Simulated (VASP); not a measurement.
# Ta4F in VASP: notebook

Runs on Ta4F. Level: LDA. Tasks: single point, relaxation of the atoms.

Program: VASP 6.6.1. These are calculated values, not measurements. Logs are shortened: lines on timing, memory, paths and dates and some standing lists are left out, and cuts for length are marked.

## (1) The cell of the first run

The cell holds a slab with vacuum, 5 atoms: a = 3.253 Å, b = 3.253 Å, c = 20.213 Å, α = 90.00°, β = 90.00°, γ = 90.00°.

## (2) Single point, LDA

Input file INCAR:

```
  PREC = Accurate
  ENCUT = 520
  EDIFF = 1E-7
  ISMEAR = 0
  SIGMA = 0.1
  LREAL = F
  LASPH = T
  NELM = 80
  ALGO = Normal
  ISIF = 2
  LWAVE = F
  LCHARG = F
  LDIPOL = T
  IDIPOL = 3
  DIPOL = 0.5 0.5 0.358
  GGA = CA
  NBANDS = 34
```

Input file KPOINTS:

```
Automatic mesh
0
Gamma
  8 8 1
```

Input file POSCAR:

```
Ta4F
1.0
    3.2528501167      0.0000000000      0.0000000000
    0.0000000000      3.2528501167      0.0000000000
    0.0000000000      0.0000000000     20.2133955742
Ta F
4 1
Direct
    0.5000000000      0.5000000000      0.1978885727
    0.0000000000      0.0000000000      0.2783513061
    0.5000000000      0.5000000000      0.3580225065
    0.0000000000      0.0000000000      0.4310703534
    0.0000000000      0.0000000000      0.5223634730
```

Potentials or basis: VASP PAW LDA potentials, release 64 (Ta_pv, F).

Started as:

```console
cat potpaw_LDA.64/Ta_pv/POTCAR potpaw_LDA.64/F/POTCAR > POTCAR
mpirun -np 1 vasp_std > vasp.out
```

OUTCAR:

```text
PREC = Accurate
   ENCUT = 520
   EDIFF = 1E-7
   ISMEAR = 0
   LREAL = F
   LASPH = T
   NELM = 80
   ISIF = 2
   GGA = CA

 ion  position               nearest neighbor table
   1  0.500  0.500  0.198-   2 2.82   2 2.82   2 2.82   2 2.82   3 3.24
   2  0.000  0.000  0.278-   3 2.81   3 2.81   3 2.81   3 2.81   1 2.82   1 2.82   1 2.82   1 2.82
                             4 3.09
   3  0.500  0.500  0.358-   4 2.73   4 2.73   4 2.73   4 2.73   2 2.81   2 2.81   2 2.81   2 2.81
                             1 3.24
   4  0.000  0.000  0.431-   5 1.85   3 2.73   3 2.73   3 2.73   3 2.73   2 3.09
   5  0.000  0.000  0.522-   4 1.85

  LATTYP: Found a simple tetragonal cell.
 ALAT       =     3.2528501167
 C/A-ratio  =     6.2140568575

  Lattice vectors:

 A1 = (   3.2528501167,   0.0000000000,   0.0000000000)
 A2 = (   0.0000000000,   3.2528501167,   0.0000000000)
 A3 = (   0.0000000000,   0.0000000000,  20.2133955742)

Analysis of symmetry for initial positions (statically):
=====================================================================
 Subroutine PRICEL returns:
 Original cell was already a primitive cell.

 Routine SETGRP: Setting up the symmetry group for a
 simple tetragonal supercell.

 Subroutine GETGRP returns: Found  8 space group operations
 (whereof  8 operations were pure point group operations)
 out of a pool of 16 trial point group operations.

The static configuration has the point symmetry C_4v.

Analysis of symmetry for dynamics (positions and initial velocities):
=====================================================================
 Subroutine PRICEL returns:
 Original cell was already a primitive cell.

 Routine SETGRP: Setting up the symmetry group for a
 simple tetragonal supercell.

 Subroutine GETGRP returns: Found  8 space group operations
 (whereof  8 operations were pure point group operations)
 out of a pool of 16 trial point group operations.

The dynamic configuration has the point symmetry C_4v.

 Subroutine INISYM returns: Found  8 space group operations
 (whereof  8 operations are pure point group operations),
 and found     1 'primitive' translations

----------------------------------------------------------------------------------------

                                     Primitive cell

  volume of cell :     213.8786

[... 90 lines left out ...]
   ISIF   =      2    stress and relaxation
   ISYM   =      2    0-nonsym 1-usesym 2-fastsym
   POTIM  = 0.5000    time-step for ionic-motion
   TEBEG  =    0.0;   TEEND  =   0.0 temperature during run
   PSTRESS=    0.0 pullay stress
   NELECT =      51.0000    total number of electrons
   NUPDOWN=      -1.0000    fix difference up-down
   EMIN   =  10.00;   EMAX   =-10.00  energy-range for DOS
   EFERMI =   0.00;   METHOD = LEGACY
   ISMEAR =     0;   SIGMA  =   0.10  broadening in eV -4-tet -1-fermi 0-gaus
   EFERMI_NEDOS =   21; number of points for ismear=-14 and -15
   IALGO  =     38    algorithm
   IMIX   =      4    mixing-type and parameters
     AMIX     =   0.40;   BMIX     =  1.00
     AMIX_MAG =   1.60;   BMIX_MAG =  1.00
  volume/ion in A,a.u.               =      42.78       288.66
  Fermi-wavevector in a.u.,A,eV,Ry     =   1.015179  1.918409 14.021994  1.030587
  Thomas-Fermi vector in A             =   2.148449
   LORBIT       =      0    0 simple, 1 ext, 2 COOP (PROOUT), +10 PAW based schemes
   GGA     = CA    functional components
   LHFCALC =     F    Hartree Fock is set to
   AEXX    =    0.0000 exact exchange contribution
   IVDW    =     0    specifies the selected vdW correction
   LEPSILON=     F    determine dielectric tensor
   LRPA    =     F    only Hartree local field effects (RPA)
 non-spin polarized calculation
 Gauss-broadening in eV      SIGMA  =   0.10
  energy-cutoff  :      520.00
  volume of cell :      213.88
 maximum number of plane-waves:      5812
   NGX = 13   NGY = 13   NGZ = 75

 dipolmoment           0.000000      0.000000     -0.558521 electrons x Angstroem

 number of electron      51.0000004 magnetization

 dipolmoment           0.000000      0.000000      0.158398 electrons x Angstroem

 Free energy of the ion-electron system (eV)
  ---------------------------------------------------
  ext. energy  EPLUGINS =         0.00000000
  ---------------------------------------------------
  free energy    TOTEN  =       -53.98703778 eV

  energy without entropy =      -53.96892635  energy(sigma->0) =      -53.97798207

 E-fermi :  -1.4240     XC(G=0):  -5.7264

 val. band max:       -1.4265392706   @ k =   0.3750   0.1250   0.0000
 cond. band min:      -1.3113989815   @ k =   0.5000   0.0000   0.0000
 fundamental gap:      0.1151402891
 Fermi energy:        -1.4239649936

 k-point     1 :       0.0000    0.0000    0.0000
  band No.  band energies     occupation
      1     -36.3581      2.00000
      2     -36.1253      2.00000
      3     -35.9484      2.00000
      4     -35.9484      2.00000
      5     -35.7770      2.00000
      6     -35.7770      2.00000
[... 544 lines left out ...]
     33       2.8058      0.00000
     34       2.8751      0.00000

------------------------ aborting loop because EDIFF is reached ----------------------------------------

 vacuum level on the upper side and lower side of the slab       (xc-potential included)         1.154        -1.518

  FORCE on cell =-STRESS in cart. coord.  units (eV):
  Direction    XX          YY          ZZ          XY          YZ          ZX
  --------------------------------------------------------------------------------------
  -------------------------------------------------------------------------------------
  Total       -2.6753605     -2.6753605      2.2581225      0.0000000     -0.0000000      0.0000000
  in kB      -20.0412828    -20.0412828     16.9157286      0.0000000     -0.0000000      0.0000000
  external PRESSURE =      -7.7222790 kB  Pullay stress =       0.0000000 kB

 VOLUME and BASIS-vectors are now :
 -----------------------------------------------------------------------------
  energy-cutoff  :      520.00
  volume of cell :      213.88
      direct lattice vectors                 reciprocal lattice vectors
     3.252850117  0.000000000  0.000000000     0.307422711  0.000000000  0.000000000
     0.000000000  3.252850117  0.000000000     0.000000000  0.307422711  0.000000000
     0.000000000  0.000000000 20.213395574     0.000000000  0.000000000  0.049472143

 POSITION                                       TOTAL-FORCE (eV/Angst)
 -----------------------------------------------------------------------------------
      1.62643      1.62643      4.00000        -0.000000      0.000000      0.762577
      0.00000      0.00000      5.62643         0.000000     -0.000000     -1.127336
      1.62643      1.62643      7.23685        -0.000000      0.000000     -1.257970
      0.00000      0.00000      8.71340         0.000000     -0.000000      1.315571
      0.00000      0.00000     10.55874        -0.000000     -0.000000      0.307158
 -----------------------------------------------------------------------------------
    total drift:                                0.000000      0.000000     -0.000546

  FREE ENERGIE OF THE ION-ELECTRON SYSTEM (eV)
  ---------------------------------------------------
  free  energy   TOTEN  =       -53.9870377836 eV

  energy  without entropy=      -53.9689263507  energy(sigma->0) =      -53.97798207

 vacuum level on the upper side and lower side of the slab         5.454         2.694
```

stdout:

```text
POSCAR found type information on POSCAR TaF
 POSCAR found :  2 types and       5 ions
 scaLAPACK will be used
 LDA part: xc-table for (Slater(with rela. corr.)+CA(PZ))
 , standard interpolation
 POSCAR, INCAR and KPOINTS ok, starting setup
 FFT: planning ... GRIDC
 FFT: planning ... GRID_SOFT
 FFT: planning ... GRID
 WAVECAR not read
 entering main loop
```

Run time: 81 s. Hardware: 1 thread of Intel Xeon 6975P-C (Granite Rapids), shared host; peak memory 0.27 GiB.

Results:

```
Free energy            : -53.9870 eV
Largest force          : 1.316 eV/Å
Band gap on the k mesh : zero (an odd number of electrons rules out a gap without spin polarisation)
```

Forces on the atoms (eV/Å):
```
Ta   0.000  0.000  0.763
Ta   0.000  0.000 -1.127
Ta   0.000  0.000 -1.258
Ta   0.000  0.000  1.316
F    0.000  0.000  0.307
```

Caveat: spin-orbit coupling is left out, which moves the levels of the heavy elements; an odd number of electrons without spin polarisation forces a metal; a magnetic or distorted state may lie lower.

## (3) Single point, LDA

Input file INCAR:

```
SYSTEM = Ta4F
PREC = Accurate
ENCUT = 520
EDIFF = 1E-6
ISMEAR = 0
SIGMA = 0.1
LREAL = .False.
LASPH = .True.
NELM = 80
ALGO = Normal
ISIF = 2
LWAVE = .False.
LCHARG = .False.
LDIPOL = .True.
IDIPOL = 3
DIPOL = 0.5 0.5 0.351
NBANDS = 34
```

Input file KPOINTS:

```
regular mesh
0
Gamma
  8 8 1
  0 0 0
```

POSCAR, as its differences from that of step 2:

```diff
@@ -12,2 +12,2 @@
     0.0000000000      0.0000000000      0.4310703534
-    0.0000000000      0.0000000000      0.5223634730
+    0.5000000000      0.5000000000      0.4881721755
```

Potentials or basis: VASP PAW LDA potentials, release 64 (Ta_pv, F).

Started as:

```console
cat potpaw_LDA.64/Ta_pv/POTCAR potpaw_LDA.64/F/POTCAR > POTCAR
mpirun -np 1 vasp_std > vasp.out
```

OUTCAR:

```text
SYSTEM = Ta4F
   PREC = Accurate
   ENCUT = 520
   EDIFF = 1E-6
   ISMEAR = 0
   LREAL = .False.
   LASPH = .True.
   NELM = 80
   ISIF = 2

 ion  position               nearest neighbor table
   1  0.500  0.500  0.198-   2 2.82   2 2.82   2 2.82   2 2.82   3 3.24
   2  0.000  0.000  0.278-   3 2.81   3 2.81   3 2.81   3 2.81   1 2.82   1 2.82   1 2.82   1 2.82
                             4 3.09
   3  0.500  0.500  0.358-   5 2.63   4 2.73   4 2.73   4 2.73   4 2.73   2 2.81   2 2.81   2 2.81
                             2 2.81   1 3.24
   4  0.000  0.000  0.431-   5 2.57   5 2.57   5 2.57   5 2.57   3 2.73   3 2.73   3 2.73   3 2.73
                             2 3.09
   5  0.500  0.500  0.488-   4 2.57   4 2.57   4 2.57   4 2.57   3 2.63

  LATTYP: Found a simple tetragonal cell.
 ALAT       =     3.2528501167
 C/A-ratio  =     6.2140568575

  Lattice vectors:

 A1 = (   3.2528501167,   0.0000000000,   0.0000000000)
 A2 = (   0.0000000000,   3.2528501167,   0.0000000000)
 A3 = (   0.0000000000,   0.0000000000,  20.2133955742)

Analysis of symmetry for initial positions (statically):
[... 181 lines left out ...]
  band No.  band energies     occupation
      1     -35.3602      2.00000
      2     -35.3034      2.00000
      3     -35.3034      2.00000
      4     -35.2305      2.00000
      5     -35.0108      2.00000
      6     -35.0108      2.00000
[... 544 lines left out ...]
     33       3.6196      0.00000
     34       3.7262      0.00000

------------------------ aborting loop because EDIFF is reached ----------------------------------------

 vacuum level on the upper side and lower side of the slab       (xc-potential included)        -0.035        -0.321

  FORCE on cell =-STRESS in cart. coord.  units (eV):
  Direction    XX          YY          ZZ          XY          YZ          ZX
  --------------------------------------------------------------------------------------
  -------------------------------------------------------------------------------------
  Total       -4.7830492     -4.7830492     -1.0610382      0.0000000      0.0000000      0.0000000
  in kB      -35.8301027    -35.8301027     -7.9482995      0.0000000      0.0000000      0.0000000
  external PRESSURE =     -26.5361683 kB  Pullay stress =       0.0000000 kB

 VOLUME and BASIS-vectors are now :
 -----------------------------------------------------------------------------
  energy-cutoff  :      520.00
  volume of cell :      213.88
      direct lattice vectors                 reciprocal lattice vectors
     3.252850117  0.000000000  0.000000000     0.307422711  0.000000000  0.000000000
     0.000000000  3.252850117  0.000000000     0.000000000  0.307422711  0.000000000
     0.000000000  0.000000000 20.213395574     0.000000000  0.000000000  0.049472143

 POSITION                                       TOTAL-FORCE (eV/Angst)
 -----------------------------------------------------------------------------------
      1.62643      1.62643      4.00000         0.000000      0.000000      0.868177
      0.00000      0.00000      5.62643         0.000000      0.000000     -0.542905
      1.62643      1.62643      7.23685         0.000000     -0.000000     -0.938281
      0.00000      0.00000      8.71340        -0.000000      0.000000      0.581219
      1.62643      1.62643      9.86762         0.000000     -0.000000      0.031790
 -----------------------------------------------------------------------------------
    total drift:                                0.000000      0.000000      0.000022

  FREE ENERGIE OF THE ION-ELECTRON SYSTEM (eV)
  ---------------------------------------------------
  free  energy   TOTEN  =       -52.9537527671 eV

  energy  without entropy=      -52.9270646578  energy(sigma->0) =      -52.94040871

 vacuum level on the upper side and lower side of the slab         3.925         3.626
```

Wall time 77 s (1 thread of Intel Xeon 6975P-C (Granite Rapids), shared host); peak memory 0.27 GiB.

What came out:

```yaml
Free_energy: -52.9538 eV
Largest_force: 0.938 eV/Å
Band_gap_on_the_k_mesh: zero (an odd number of electrons rules out a gap without spin polarisation)
```

Forces in eV/Å, atoms in the order of the input:
```
Ta   0.000  0.000  0.868
Ta   0.000  0.000 -0.543
Ta   0.000  0.000 -0.938
Ta   0.000  0.000  0.581
F    0.000  0.000  0.032
```

Levels at points of the mesh, in eV from the Fermi level:
```tsv
k point	band 22	band 23	band 24	band 25	band 26	band 27	band 28	band 29
(0.00, 0.00, 0.00)	-1.77	-0.38	-0.16	0.18	0.19	0.19	0.41	0.41
(0.50, 0.00, 0.00)	-1.65	-1.63	-1.20	-0.15	0.02	0.17	0.97	1.04
(0.50, 0.50, 0.00)	-1.85	-1.85	-0.53	-0.50	-0.50	2.20	2.20	2.32
```

Caveat: spin-orbit coupling is left out, which moves the levels of the heavy elements; an odd number of electrons without spin polarisation forces a metal; a magnetic or distorted state may lie lower.

## (4) Relaxation of the atoms, LDA

Input file INCAR:

```
SYSTEM = Ta4F
PREC = Accurate
ENCUT = 520
EDIFF = 1E-6
ISMEAR = 0
SIGMA = 0.1
LREAL = .FALSE.
LASPH = .TRUE.
NELM = 60
ALGO = Fast
ISIF = 2
LWAVE = .FALSE.
LCHARG = .FALSE.
LDIPOL = .TRUE.
IDIPOL = 3
DIPOL = 0.5 0.5 0.346
IBRION = 2
NSW = 36
EDIFFG = -0.025
```

Input file KPOINTS:

```
Automatic mesh
0
G
  8 8 1
  0 0 0
```

Input file POSCAR:

```
Ta4F
1.0
    3.2528501167      0.0000000000      0.0000000000
    0.0000000000      3.2528501167      0.0000000000
    0.0000000000      0.0000000000     20.2133955742
Ta F
4 1
Selective dynamics
Direct
    0.5000000000      0.5000000000      0.1978885727  F F F
    0.0000000000      0.0000000000      0.2783513061  F F F
    0.5000000000      0.5000000000      0.3580225065  F F F
    0.0000000000      0.0000000000      0.4310703534  F F F
    0.5000000000      0.5000000000      0.4670348649  F F T
```

Started as:

```console
cat potpaw_LDA.64/Ta_pv/POTCAR potpaw_LDA.64/F/POTCAR > POTCAR
mpirun -np 1 vasp_std > vasp.out
```

Wall time 11 min (1 thread of Oxide Virtual Turin-like, shared host); peak memory 0.25 GiB.

It converged, with:

| Property | Result |
| --- | --- |
| Free energy | -52.9539 eV |
| Energy gained by relaxing | 77.8 meV/atom |
| Ionic steps | 6 |
| Band gap on the k mesh | zero (an odd number of electrons rules out a gap without spin polarisation) |

Step by step:
```tsv
step	energy change (eV)	largest force on free atoms (eV/Å)	pressure (GPa)
1	0.0000	2.1237	-0.71
2	-0.1787	1.3977	-1.35
3	-0.3550	0.4871	-2.21
4	-0.2514	1.0652	-3.53
5	-0.3885	0.0464	-2.64
6	-0.3888	0.0020	-2.68
```

Final structure:
```yaml
crystal:
  lattice:
    - [3.25285, 0.00000, 0.00000]
    - [0.00000, 3.25285, 0.00000]
    - [0.00000, 0.00000, 20.21340]
  atoms:
    - { symbol: Ta, position: [0.50000, 0.50000, 0.19789] }
    - { symbol: Ta, position: [0.00000, 0.00000, 0.27835] }
    - { symbol: Ta, position: [0.50000, 0.50000, 0.35802] }
    - { symbol: Ta, position: [0.00000, 0.00000, 0.43107] }
    - { symbol: F, position: [0.50000, 0.50000, 0.48860] }
```

Levels at points of the mesh, in eV from the Fermi level:
| k point | band 22 | band 23 | band 24 | band 25 | band 26 | band 27 | band 28 | band 29 |
| --- | --- | --- | --- | --- | --- | --- | --- | --- |
| (0.00, 0.00, 0.00) | -1.78 | -0.38 | -0.16 | 0.19 | 0.19 | 0.19 | 0.41 | 0.41 |
| (0.50, 0.00, 0.00) | -1.65 | -1.63 | -1.20 | -0.15 | 0.02 | 0.17 | 0.97 | 1.05 |
| (0.50, 0.50, 0.00) | -1.84 | -1.84 | -0.54 | -0.50 | -0.50 | 2.20 | 2.20 | 2.33 |

Caveat: spin-orbit coupling is left out, which moves the levels of the heavy elements; an odd number of electrons without spin polarisation forces a metal; a magnetic or distorted state may lie lower.

## (5) Summary

```csv
task,cell,atoms held fixed (from 0),gap on the mesh (eV),largest force (eV/Å)
single point,"as given, atomic positions A",-,none,1.32
single point,"as given, atomic positions B",-,none,0.94
relaxation of the atoms,"atoms relaxed, atomic positions C","[0, 1, 2, 3, 4]",none,-
```

Alike in all rows: level LDA; potentials or basis VASP PAW LDA potentials, release 64 (Ta_pv, F); no spin polarisation; k mesh 8 × 8 × 1; cutoff (eV) 520; smearing gaussian 0.1 eV.

Caveats: spin-orbit coupling is left out, which moves the levels of the heavy elements; an odd number of electrons without spin polarisation forces a metal; a magnetic or distorted state may lie lower.

Total energies depend on the potentials used, so only differences within one code and one set of settings carry meaning.
